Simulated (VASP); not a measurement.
# BeZn2Se3 (I-4m2) in VASP: relaxation of shape and atoms at fixed volume with PBE

Aim: the relaxation of shape and atoms at fixed volume of BeZn2Se3 with PBE.

Everything below comes from runs of VASP 6.6.1. Logs are shortened: lines on timing, memory, paths and dates and some standing lists are left out, and cuts for length are marked.

**1. The cell of the first run**

It takes space group I-4m2 (No. 119, tetragonal). The conventional cell has a = 3.866 Å, b = 3.866 Å, c = 16.640 Å, α = 90.00°, β = 90.00°, γ = 90.00°. Be (site symmetry -4m2) has 4 Se at 2.27 Å within 3.0 Å. Within 3.2 Å of Zn (site symmetry 2mm) lie 4 Se at 2.43 to 2.44 Å. Se (site symmetry 2mm) has 2 Be at 2.27 Å and 2 Zn at 2.44 Å within 3.0 Å. Within 3.2 Å of Se (site symmetry -4m2) lie 4 Zn at 2.43 Å.

**2. Relaxation of shape and atoms at fixed volume, PBE (20.72 Å³/atom)**

File INCAR:

```
PREC = Accurate
ENCUT = 600
EDIFF = 1E-6
ISMEAR = 0
SIGMA = 0.02
LREAL = False
LASPH = True
NELM = 100
ALGO = Normal
ISIF = 4
LWAVE = False
LCHARG = False
GGA = PE
IBRION = 2
NSW = 50
EDIFFG = -0.01
```

File KPOINTS:

```
regular mesh
0
Gamma
  10 10 10
```

File POSCAR:

```
BeZn2Se3
1.0
   -1.9328946238      1.9328946238      8.3199256322
    1.9328946238     -1.9328946238      8.3199256322
    1.9328946238      1.9328946238     -8.3199256322
Be Zn Se
1 2 3
Direct
    0.0000000000      0.0000000000      0.0000000000
    0.6613612230      0.6613612230      0.0000000000
    0.3386387770      0.3386387770      0.0000000000
    0.4280960723      0.9280960723      0.5000000000
    0.0719039277      0.5719039277      0.5000000000
    0.7500000000      0.2500000000      0.5000000000
```

Potentials or basis: VASP PAW PBE potentials, release 64 (Be, Zn, Se).

On the command line:

```bash
$ cat potpaw_PBE.64/Be/POTCAR potpaw_PBE.64/Zn/POTCAR potpaw_PBE.64/Se/POTCAR > POTCAR
$ mpirun -np 1 vasp_std > vasp.out
```

OUTCAR:

```text
PREC = Accurate
   ENCUT = 600
   EDIFF = 1E-6
   ISMEAR = 0
   LREAL = False
   LASPH = True
   NELM = 100
   ISIF = 4
   GGA = PE
   IBRION = 2
   NSW = 50
   EDIFFG = -0.01

 ion  position               nearest neighbor table
   1  0.000  0.000  0.000-   4 2.27   5 2.27   5 2.27   4 2.27
   2  0.661  0.661  0.000-   6 2.43   6 2.43   5 2.44   5 2.44
   3  0.339  0.339  0.000-   6 2.43   6 2.43   4 2.44   4 2.44
   4  0.428  0.928  0.500-   1 2.27   1 2.27   3 2.44   3 2.44
   5  0.072  0.572  0.500-   1 2.27   1 2.27   2 2.44   2 2.44
   6  0.750  0.250  0.500-   3 2.43   2 2.43   3 2.43   2 2.43

  LATTYP: Found a body centered tetragonal cell.
 ALAT       =     3.8657892476
 C/A-ratio  =     4.3043865557

  Lattice vectors:

 A1 = (  -1.9328946238,   1.9328946238,   8.3199256322)
 A2 = (   1.9328946238,  -1.9328946238,   8.3199256322)
 A3 = (   1.9328946238,   1.9328946238,  -8.3199256322)

Analysis of symmetry for initial positions (statically):
=====================================================================
 Subroutine PRICEL returns:
 Original cell was already a primitive cell.

 Routine SETGRP: Setting up the symmetry group for a
 body centered tetragonal supercell.

 Subroutine GETGRP returns: Found  8 space group operations
 (whereof  8 operations were pure point group operations)
 out of a pool of 16 trial point group operations.

The static configuration has the point symmetry D_2d.

Analysis of symmetry for dynamics (positions and initial velocities):
=====================================================================
 Subroutine PRICEL returns:
 Original cell was already a primitive cell.

 Routine SETGRP: Setting up the symmetry group for a
 body centered tetragonal supercell.

 Subroutine GETGRP returns: Found  8 space group operations
 (whereof  8 operations were pure point group operations)
 out of a pool of 16 trial point group operations.

The dynamic configuration has the point symmetry D_2d.

 Subroutine INISYM returns: Found  8 space group operations
 (whereof  8 operations are pure point group operations),
 and found     1 'primitive' translations

----------------------------------------------------------------------------------------

                                     Primitive cell

  volume of cell :     124.3357

  direct lattice vectors                    reciprocal lattice vectors
    -1.932894624  1.932894624  8.319925632     0.000000000  0.258679389  0.060096691
     1.932894624 -1.932894624  8.319925632     0.258679389  0.000000000  0.060096691
[... 105 lines left out ...]
   NUPDOWN=      -1.0000    fix difference up-down
   EMIN   =  10.00;   EMAX   =-10.00  energy-range for DOS
   EFERMI =   0.00;   METHOD = LEGACY
   ISMEAR =     0;   SIGMA  =   0.02  broadening in eV -4-tet -1-fermi 0-gaus
   EFERMI_NEDOS =   21; number of points for ismear=-14 and -15
   IALGO  =     38    algorithm
   IMIX   =      4    mixing-type and parameters
     AMIX     =   0.40;   BMIX     =  1.00
     AMIX_MAG =   1.60;   BMIX_MAG =  1.00
  volume/ion in A,a.u.               =      20.72       139.84
  Fermi-wavevector in a.u.,A,eV,Ry     =   1.157961  2.188228 18.243682  1.340873
  Thomas-Fermi vector in A             =   2.294567
   LORBIT       =      0    0 simple, 1 ext, 2 COOP (PROOUT), +10 PAW based schemes
   GGA     = PE    functional components
   LHFCALC =     F    Hartree Fock is set to
   AEXX    =    0.0000 exact exchange contribution
   IVDW    =     0    specifies the selected vdW correction
   LEPSILON=     F    determine dielectric tensor
   LRPA    =     F    only Hartree local field effects (RPA)
 conjugate gradient relaxation of ions
 non-spin polarized calculation
 Gauss-broadening in eV      SIGMA  =   0.02
  energy-cutoff  :      600.00
  volume of cell :      124.34
 maximum number of plane-waves:      4167
 NGX is ok and might be reduce to    70
   NGX = 35   NGY = 35   NGZ = 35

--------------------------------------- Ionic step        1  -------------------------------------------

 number of electron      44.0000000 magnetization

 Free energy of the ion-electron system (eV)
  ---------------------------------------------------
  ext. energy  EPLUGINS =         0.00000000
  ---------------------------------------------------
  free energy    TOTEN  =       -20.72645053 eV

  energy without entropy =      -20.72645053  energy(sigma->0) =      -20.72645053

------------------------ aborting loop because EDIFF is reached ----------------------------------------

  FORCE on cell =-STRESS in cart. coord.  units (eV):
  Direction    XX          YY          ZZ          XY          YZ          ZX
  --------------------------------------------------------------------------------------
  -------------------------------------------------------------------------------------
  Total        1.7350188      1.7350188      1.7965243      0.0000000      0.0000000     -0.0000000
  in kB       22.3572809     22.3572809     23.1498341      0.0000000      0.0000000     -0.0000000
  external PRESSURE =      22.6214653 kB  Pullay stress =       0.0000000 kB
[... 107 lines left out ...]
--------------------------------------- Ionic step        4  -------------------------------------------

 number of electron      43.9999999 magnetization

 Free energy of the ion-electron system (eV)
  ---------------------------------------------------
  ext. energy  EPLUGINS =         0.00000000
  ---------------------------------------------------
  free energy    TOTEN  =       -20.72666895 eV

  energy without entropy =      -20.72666895  energy(sigma->0) =      -20.72666895

 E-fermi :   2.3489     XC(G=0):  -9.3941

 val. band max:        2.2456368731   @ k =   0.0000   0.0000   0.0000
 cond. band min:       4.2108520889   @ k =   0.0000   0.0000   0.0000
 fundamental gap:      1.9652152157
 Fermi energy:         2.3488595165

 k-point     1 :       0.0000    0.0000    0.0000
  band No.  band energies     occupation
      1     -11.3046      2.00000
      2     -10.5006      2.00000
      3     -10.2258      2.00000
      4      -4.4168      2.00000
      5      -4.3078      2.00000
      6      -4.3078      2.00000
[... 685 lines left out ...]
     25       6.8454      0.00000
     26       7.0122      0.00000

 [... further k-points ...]

------------------------ aborting loop because EDIFF is reached ----------------------------------------

  FORCE on cell =-STRESS in cart. coord.  units (eV):
  Direction    XX          YY          ZZ          XY          YZ          ZX
  --------------------------------------------------------------------------------------
  -------------------------------------------------------------------------------------
  Total        1.7362561      1.7362561      1.7468945      0.0000000      0.0000000      0.0000000
  in kB       22.3732239     22.3732239     22.5103096      0.0000000      0.0000000      0.0000000
  external PRESSURE =      22.4189191 kB  Pullay stress =       0.0000000 kB
[... 21 lines left out ...]
  FREE ENERGIE OF THE ION-ELECTRON SYSTEM (eV)
  ---------------------------------------------------
  free  energy   TOTEN  =       -20.7266689490 eV

  energy  without entropy=      -20.7266689490  energy(sigma->0) =      -20.72666895

 reached required accuracy - stopping structural energy minimisation
```

CONTCAR:

```text
BeZn2Se3
   1.00000000000000
    -1.9320944257365746    1.9320944257365746    8.3268186359234129
     1.9320944257365746   -1.9320944257365746    8.3268186359234129
     1.9320944257365746    1.9320944257365746   -8.3268186359234129
  Be              Zn              Se
     1     2     3
Direct
     1.0000000000000000    1.0000000000000000    1.0000000000000000
     0.6612850807504096    0.6612850807504096    0.0000000000000000
     0.3387149192495905    0.3387149192495905    1.0000000000000000
     0.4283483878223378    0.9283483878223378    0.5000000000000000
     0.0716516121776622    0.5716516121776622    0.5000000000000000
     0.7500000000000000    0.2500000000000000    0.5000000000000000

  0.00000000E+00  0.00000000E+00  0.00000000E+00
  0.00000000E+00  0.00000000E+00  0.00000000E+00
  0.00000000E+00  0.00000000E+00  0.00000000E+00
  0.00000000E+00  0.00000000E+00  0.00000000E+00
  0.00000000E+00  0.00000000E+00  0.00000000E+00
  0.00000000E+00  0.00000000E+00  0.00000000E+00
```

Wall time 86 min (1 thread of Oxide Virtual Turin-like, shared host); peak memory 1 GiB.

Results:

```yaml
Free_energy: -20.7267 eV
Energy_gained_by_relaxing: 0.0 meV/atom
Ionic_steps: 4
Pressure_after_relaxing: 2.2 GPa
Largest_force_after_relaxing: 0.008 eV/Å
Band_gap_on_the_k_mesh: 1.97 eV
```

Forces in eV/Å, atoms in the order of the input:
```
Be   0.000  0.000  0.000
Zn   0.000  0.000 -0.008
Zn   0.000  0.000  0.008
Se   0.000  0.000  0.000
Se   0.000  0.000  0.000
Se   0.000  0.000  0.000
```

Step by step:
```
step  energy change (eV)  largest force (eV/Å)  pressure (GPa)  volume (Å³)
   1              0.0000                0.0427            2.26       124.34
   2             -0.0001                0.0189            2.24       124.34
   3             -0.0002                0.0179            2.23       124.34
   4             -0.0002                0.0084            2.24       124.34
```

Final structure:
```yaml
crystal:
  lattice:
    - [-1.93209, 1.93209, 8.32682]
    - [1.93209, -1.93209, 8.32682]
    - [1.93209, 1.93209, -8.32682]
  atoms:
    - { symbol: Be, position: [0.00000, 0.00000, 0.00000] }
    - { symbol: Zn, position: [0.66129, 0.66129, 0.00000] }
    - { symbol: Zn, position: [0.33871, 0.33871, 0.00000] }
    - { symbol: Se, position: [0.42835, 0.92835, 0.50000] }
    - { symbol: Se, position: [0.07165, 0.57165, 0.50000] }
    - { symbol: Se, position: [0.75000, 0.25000, 0.50000] }
```

A k mesh can miss the band edges.
